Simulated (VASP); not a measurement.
# BW4 in VASP: relaxation of the atoms with PBEsol

Aim: the relaxation of the atoms of BW4 with PBEsol.

Everything below comes from runs of VASP 6.6.1. Logs are shortened: lines on timing, memory, paths and dates and some standing lists are left out, and cuts for length are marked.

## 1. The cell of the first run

The cell holds a slab with vacuum, 5 atoms: a = 2.732 Å, b = 2.732 Å, c = 25.691 Å, α = 90.00°, β = 90.00°, γ = 109.47°.

## 2. Relaxation of the atoms, PBEsol

The input, INCAR:

```
SYSTEM = BW4
  PREC = Accurate
  ENCUT = 520
  EDIFF = 1E-7
  ISMEAR = 0
  SIGMA = 0.1
  LREAL = .False.
  LASPH = .True.
  NELM = 100
  ALGO = Normal
  ISIF = 2
  LWAVE = .False.
  LCHARG = .False.
  LDIPOL = .True.
  IDIPOL = 3
  DIPOL = 0.5 0.5 0.505
  GGA = PS
  IBRION = 2
  NSW = 45
  EDIFFG = -0.02
  KPAR = 4
```

The input, KPOINTS:

```
Automatic mesh
0
Gamma
  11 11 1
  0 0 0
```

The input, POSCAR:

```
BW4
1.0
    2.7317561330      0.0000000000      0.0000000000
   -0.9105853777      2.5755243816      0.0000000000
    0.0000000000      0.0000000000     25.6914086276
W B
4 1
Selective dynamics
Direct
    0.5000000000      0.5000000000      0.3308499010  F F F
    0.0000000000      0.0000000000      0.4176676218  F F F
    0.5000000000      0.5000000000      0.5045572480  F F F
    0.0000000000      0.0000000000      0.5882011991  F F F
    0.0000000000      0.0000000000      0.6839530528  F F T
```

Potentials or basis: VASP PAW PBE potentials, release 64 (W_sv, B).

Command:

```sh
> cat potpaw_PBE.64/W_sv/POTCAR potpaw_PBE.64/B/POTCAR > POTCAR
> mpirun -np 4 vasp_std > vasp.out
```

OUTCAR:

```text
SYSTEM = BW4
   PREC = Accurate
   ENCUT = 520
   EDIFF = 1E-7
   ISMEAR = 0
   LREAL = .False.
   LASPH = .True.
   NELM = 100
   ISIF = 2
   GGA = PS
   IBRION = 2
   NSW = 45
   EDIFFG = -0.02

 ion  position               nearest neighbor table
   1  0.500  0.500  0.331-   2 2.73   2 2.73   2 3.15   2 3.15
   2  0.000  0.000  0.418-   1 2.73   1 2.73   3 2.73   3 2.73   1 3.15   1 3.15   3 3.16   3 3.16

   3  0.500  0.500  0.505-   4 2.67   4 2.67   2 2.73   2 2.73   4 3.10   4 3.10   2 3.16   2 3.16

   4  0.000  0.000  0.588-   5 2.46   3 2.67   3 2.67   3 3.10   3 3.10
   5  0.000  0.000  0.684-   4 2.46

  LATTYP: Found a base centered orthorhombic cell.
 ALAT       =     3.1543602775
 B/A-ratio  =     1.4142135624
 C/A-ratio  =     8.1447286827

  Lattice vectors:

 A1 = (   2.7317561330,   0.0000000000,   0.0000000000)
 A2 = (  -0.9105853777,   2.5755243816,   0.0000000000)
 A3 = (   0.0000000000,   0.0000000000,  25.6914086276)

Analysis of symmetry for initial positions (statically):
=====================================================================
 Subroutine PRICEL returns:
 Original cell was already a primitive cell.

 Routine SETGRP: Setting up the symmetry group for a
 base centered orthorhombic supercell.

 Subroutine GETGRP returns: Found  4 space group operations
 (whereof  4 operations were pure point group operations)
 out of a pool of  8 trial point group operations.

The static configuration has the point symmetry C_2v.

Analysis of symmetry for dynamics (positions and initial velocities):
=====================================================================
 Subroutine PRICEL returns:
 Original cell was already a primitive cell.

 Routine SETGRP: Setting up the symmetry group for a
 base centered orthorhombic supercell.

 Subroutine GETGRP returns: Found  4 space group operations
 (whereof  4 operations were pure point group operations)
 out of a pool of  8 trial point group operations.

The dynamic configuration has the point symmetry C_2v.

Analysis of constrained symmetry for selective dynamics:
=====================================================================
 Subroutine PRICEL returns:
 Original cell was already a primitive cell.

 Routine SETGRP: Setting up the symmetry group for a
 base centered orthorhombic supercell.

 Subroutine GETGRP returns: Found  4 space group operations
 (whereof  4 operations were pure point group operations)
 out of a pool of  8 trial point group operations.

The constrained configuration has the point symmetry C_2v.

 Subroutine INISYM returns: Found  4 space group operations
 (whereof  4 operations are pure point group operations),
 and found     1 'primitive' translations

----------------------------------------------------------------------------------------

                                     Primitive cell

  volume of cell :     180.7572

  direct lattice vectors                    reciprocal lattice vectors
     2.731756133  0.000000000  0.000000000     0.366064887  0.129423482  0.000000000
    -0.910585378  2.575524382  0.000000000     0.000000000  0.388270446  0.000000000
     0.000000000  0.000000000 25.691408628     0.000000000  0.000000000  0.038923518

  length of vectors
     2.731756133  2.731756133 25.691408628     0.388270446  0.388270446  0.038923518

  position of ions in fractional coordinates (direct lattice)
     0.500000000  0.500000000  0.330849901
     0.000000000  0.000000000  0.417667622
     0.500000000  0.500000000  0.504557248
     0.000000000  0.000000000  0.588201199
     0.000000000  0.000000000  0.683953053

  ion indices of the primitive-cell ions
   primitive index   ion index
                 1           1
                 2           2
                 3           3
                 4           4
                 5           5

----------------------------------------------------------------------------------------

 KPOINTS: Automatic mesh

Automatic generation of k-mesh.
 Grid dimensions read from file:
 generate k-points for:   11   11    1

 Generating k-lattice:

  Cartesian coordinates                     Fractional coordinates (reciprocal lattice)
     0.033278626  0.011765771  0.000000000     0.090909091  0.000000000  0.000000000
     0.000000000  0.035297313  0.000000000     0.000000000  0.090909091  0.000000000
     0.000000000  0.000000000  0.038923518     0.000000000  0.000000000  1.000000000

  Length of vectors
     0.035297313  0.035297313  0.038923518

  Shift w.r.t. Gamma in fractional coordinates (k-lattice)
     0.000000000  0.000000000  0.000000000

 Subroutine IBZKPT returns following result:
 ===========================================

 Found     36 irreducible k-points:

 Following reciprocal coordinates:
            Coordinates               Weight
  0.000000  0.000000  0.000000      1.000000
  0.090909  0.000000  0.000000      4.000000
  0.181818  0.000000  0.000000      4.000000
  0.272727  0.000000  0.000000      4.000000
  0.363636 -0.000000  0.000000      4.000000
  0.454545  0.000000  0.000000      4.000000
[... 16 lines left out ...]
 -0.272727  0.181818  0.000000      4.000000
 -0.181818  0.181818  0.000000      2.000000
 [... further k-points ...]
   k-points           NKPTS =     36   k-points in BZ     NKDIM =     36   number of bands    NBANDS=     35
   number of dos      NEDOS =    301   number of ions     NIONS =      5
   total plane-waves  NPLWV =  76800
   dimension x,y,z NGX =    20 NGY =   20 NGZ =  192
   dimension x,y,z NGXF=    40 NGYF=   40 NGZF=  384
   ions per type =               4   1
   NGX,Y,Z   is equivalent  to a cutoff of  12.17, 12.17, 12.42 a.u.
   NGXF,Y,Z  is equivalent  to a cutoff of  24.34, 24.34, 24.85 a.u.
 SYSTEM =  BW4
   PREC   = accura    normal or accurate (medium, high low for compatibility)
   ISTART =      0    job   : 0-new  1-cont  2-samecut
   ICHARG =      2    charge: 1-file 2-atom 10-const
   ISPIN  =      1    spin polarized calculation?
   LNONCOLLINEAR =      F non collinear calculations
   LSORBIT =      F    spin-orbit coupling
   LASPH  =      T    aspherical Exc in radial PAW
   ENCUT  =  520.0 eV  38.22 Ry    6.18 a.u.   5.08  5.08 47.77*2*pi/ulx,y,z
   NELM   =    100;   NELMIN=  2; NELMDL= -5     # of ELM steps
   EDIFF  = 0.1E-06   stopping-criterion for ELM
   LREAL  =      F    real-space projection
   EDIFFG = -.2E-01   stopping-criterion for IOM
   NSW    =     45    number of steps for IOM
   IBRION =      2    ionic relax: 0-MD 1-quasi-New 2-CG
   NFREE  =      1    steps in history (QN), initial steepest desc. (CG)
   ISIF   =      2    stress and relaxation
   ISYM   =      2    0-nonsym 1-usesym 2-fastsym
   POTIM  = 0.5000    time-step for ionic-motion
   TEBEG  =    0.0;   TEEND  =   0.0 temperature during run
   PSTRESS=    0.0 pullay stress
   NELECT =      59.0000    total number of electrons
   NUPDOWN=      -1.0000    fix difference up-down
   EMIN   =  10.00;   EMAX   =-10.00  energy-range for DOS
   EFERMI =   0.00;   METHOD = LEGACY
   ISMEAR =     0;   SIGMA  =   0.10  broadening in eV -4-tet -1-fermi 0-gaus
   EFERMI_NEDOS =   21; number of points for ismear=-14 and -15
   IALGO  =     38    algorithm
   IMIX   =      4    mixing-type and parameters
     AMIX     =   0.40;   BMIX     =  1.00
     AMIX_MAG =   1.60;   BMIX_MAG =  1.00
  volume/ion in A,a.u.               =      36.15       243.96
  Fermi-wavevector in a.u.,A,eV,Ry     =   1.127181  2.130063 17.286706  1.270537
  Thomas-Fermi vector in A             =   2.263866
   LORBIT       =      0    0 simple, 1 ext, 2 COOP (PROOUT), +10 PAW based schemes
   GGA     = PS    functional components
   LHFCALC =     F    Hartree Fock is set to
   AEXX    =    0.0000 exact exchange contribution
   IVDW    =     0    specifies the selected vdW correction
   LEPSILON=     F    determine dielectric tensor
   LRPA    =     F    only Hartree local field effects (RPA)
 conjugate gradient relaxation of ions
 non-spin polarized calculation
 Gauss-broadening in eV      SIGMA  =   0.10
  energy-cutoff  :      520.00
  volume of cell :      180.76
 maximum number of plane-waves:      4922
   NGX = 11   NGY = 11   NGZ = 95

--------------------------------------- Ionic step        1  -------------------------------------------

 number of electron      59.0000013 magnetization

 Free energy of the ion-electron system (eV)
  ---------------------------------------------------
  ext. energy  EPLUGINS =         0.00000000
  ---------------------------------------------------
  free energy    TOTEN  =       -56.18354356 eV

  energy without entropy =      -56.16559294  energy(sigma->0) =      -56.17456825

------------------------ aborting loop because EDIFF is reached ----------------------------------------

  FORCE on cell =-STRESS in cart. coord.  units (eV):
  Direction    XX          YY          ZZ          XY          YZ          ZX
  --------------------------------------------------------------------------------------
  -------------------------------------------------------------------------------------
  Total       -5.8488138     -6.0353746     -4.5112982     -0.2638367      0.0000000      0.0000000
  in kB      -51.8421340    -53.4957527    -39.9867958     -2.3385699      0.0000000      0.0000000
  external PRESSURE =     -48.4415608 kB  Pullay stress =       0.0000000 kB
[... 59 lines left out ...]
  FREE ENERGIE OF THE ION-ELECTRON SYSTEM (eV)
  ---------------------------------------------------
  free  energy   TOTEN  =       -56.3167792507 eV

  energy  without entropy=      -56.3012385341  energy(sigma->0) =      -56.30900889

 dipolmoment           0.000000      0.000000     -0.006540 electrons x Angstroem

--------------------------------------- Ionic step        3  -------------------------------------------

 number of electron      59.0000013 magnetization

------------------------ aborting loop because EDIFF is reached ----------------------------------------
[... 73 lines left out ...]
--------------------------------------- Ionic step        5  -------------------------------------------

 number of electron      59.0000013 magnetization

 dipolmoment           0.000000      0.000000      0.034551 electrons x Angstroem

 Free energy of the ion-electron system (eV)
  ---------------------------------------------------
  ext. energy  EPLUGINS =         0.00000000
  ---------------------------------------------------
  free energy    TOTEN  =       -56.53605381 eV

  energy without entropy =      -56.52262047  energy(sigma->0) =      -56.52933714

 E-fermi :   0.9716     XC(G=0):  -6.2566

 val. band max:        0.9540367444   @ k =   0.1818   0.0000   0.0000
 cond. band min:       0.9808165407   @ k =   0.3636   0.1818   0.0000
 fundamental gap:      0.0267797963
 Fermi energy:         0.9715508237

 k-point     1 :       0.0000    0.0000    0.0000
  band No.  band energies     occupation
      1     -73.1570      2.00000
      2     -73.0375      2.00000
      3     -73.0111      2.00000
      4     -72.7494      2.00000
      5     -37.8989      2.00000
      6     -37.5344      2.00000
[... 901 lines left out ...]
     34       1.3947      0.00000
     35       1.4311      0.00000

 [... further k-points ...]

------------------------ aborting loop because EDIFF is reached ----------------------------------------

 vacuum level on the upper side and lower side of the slab       (xc-potential included)         0.410        -0.516

  FORCE on cell =-STRESS in cart. coord.  units (eV):
  Direction    XX          YY          ZZ          XY          YZ          ZX
  --------------------------------------------------------------------------------------
  -------------------------------------------------------------------------------------
  Total       -4.9077389     -5.1030663     -0.0215865     -0.2762346      0.0000000      0.0000000
  in kB      -43.5007281    -45.2320514     -0.1913360     -2.4484609      0.0000000      0.0000000
  external PRESSURE =     -29.6413718 kB  Pullay stress =       0.0000000 kB
[... 20 lines left out ...]
  FREE ENERGIE OF THE ION-ELECTRON SYSTEM (eV)
  ---------------------------------------------------
  free  energy   TOTEN  =       -56.5360538116 eV

  energy  without entropy=      -56.5226204750  energy(sigma->0) =      -56.52933714

 reached required accuracy - stopping structural energy minimisation

 vacuum level on the upper side and lower side of the slab         6.857         5.906
```

Run time: 8.8 min. Hardware: 4 MPI ranks of AMD EPYC 7R43 (Zen 3), shared host; peak memory 0.34 GiB.

Results:

```
Free energy               : -56.5361 eV
Energy gained by relaxing : 70.5 meV/atom
Ionic steps               : 5
Band gap on the k mesh    : zero (an odd number of electrons rules out a gap without spin polarisation)
```

The path:
```csv
step,energy change (eV),largest force on free atoms (eV/Å),pressure (GPa)
1,0.0000,1.6945,-4.84
2,-0.1332,1.5395,-4.53
3,-0.3520,0.1026,-2.88
4,-0.3523,0.0681,-3.02
5,-0.3525,0.0001,-2.96
```

Final structure:
```yaml
crystal:
  lattice:
    - [2.73176, 0.00000, 0.00000]
    - [-0.91059, 2.57552, 0.00000]
    - [0.00000, 0.00000, 25.69141]
  atoms:
    - { symbol: W, position: [0.50000, 0.50000, 0.33085] }
    - { symbol: W, position: [0.00000, 0.00000, 0.41767] }
    - { symbol: W, position: [0.50000, 0.50000, 0.50456] }
    - { symbol: W, position: [0.00000, 0.00000, 0.58820] }
    - { symbol: B, position: [0.00000, 0.00000, 0.67158] }
```

Caveat: the PAW data sets were made with another functional, which shifts forces and pressure a little; spin-orbit coupling is left out, which moves the levels of the heavy elements.

The gap in the log of VASP goes by the Fermi energy; the results here count the filled bands.